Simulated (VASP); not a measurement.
Set up this calculation in VASP 6.6.1, as the native input.

```
Task                   : single point
Functional             : PBEsol
Potentials or basis    : VASP PAW PBE potentials, release 64 (Ti_sv, Co)
Cutoff                 : 520 eV
k mesh                 : 12 × 12 × 12
Occupations            : gaussian, width 0.1 eV
Spin                   : collinear spin, ferromagnetic start
Starting moments       : [0.0, 0.75] μB
Dipole correction      : no
Further INCAR settings : ALGO = Normal; EDIFF = 1e-06; NBANDS = 22
```

The structure of TiCo lies in POSCAR:

```
TiCo
1.0
    2.9385073288      0.0000000000      0.0000000000
    0.0000000000      2.9385073288      0.0000000000
    0.0000000000      0.0000000000      2.9385073288
Ti Co
1 1
Direct
    0.0000000000      0.0000000000      0.0000000000
    0.5000000000      0.5000000000      0.5000000000
```

One way to write it, as run:

INCAR

```
PREC = Accurate ; ENCUT = 520
EDIFF = 1E-6 ; ISMEAR = 0
SIGMA = 0.1 ; LREAL = False
LASPH = True ; NELM = 150
ALGO = Normal ; ISIF = 2
LWAVE = False ; LCHARG = True
ISPIN = 2 ; MAGMOM = 0 0.75
LORBIT = 11 ; LMAXMIX = 4
GGA = PS ; LELF = True
LVHAR = True ; NBANDS = 22
```

KPOINTS

```
regular mesh
0
Gamma
  12 12 12
```

Potentials or basis: VASP PAW PBE potentials, release 64 (Ti_sv, Co).

The run is started by

```bash
$ cat potpaw_PBE.64/Ti_sv/POTCAR potpaw_PBE.64/Co/POTCAR > POTCAR
$ mpirun -np 1 vasp_std > vasp.out
```

It gave:

| Item | Value |
| --- | --- |
| Pressure | -0.6 GPa |
| Net moment | 0.68 μB per cell |
| Site moments | Ti -0.00; Co +0.70 μB |
| Valence electrons inside the program's atomic spheres | Ti 10.36; Co 8.38 |

Caveat: the PAW data sets were made with another functional, which shifts forces and pressure a little.

It took 100 s on 1 thread of AMD EPYC 7R43 64-Core Processor (Zen 3), on a shared host, peak memory 0.16 GiB.
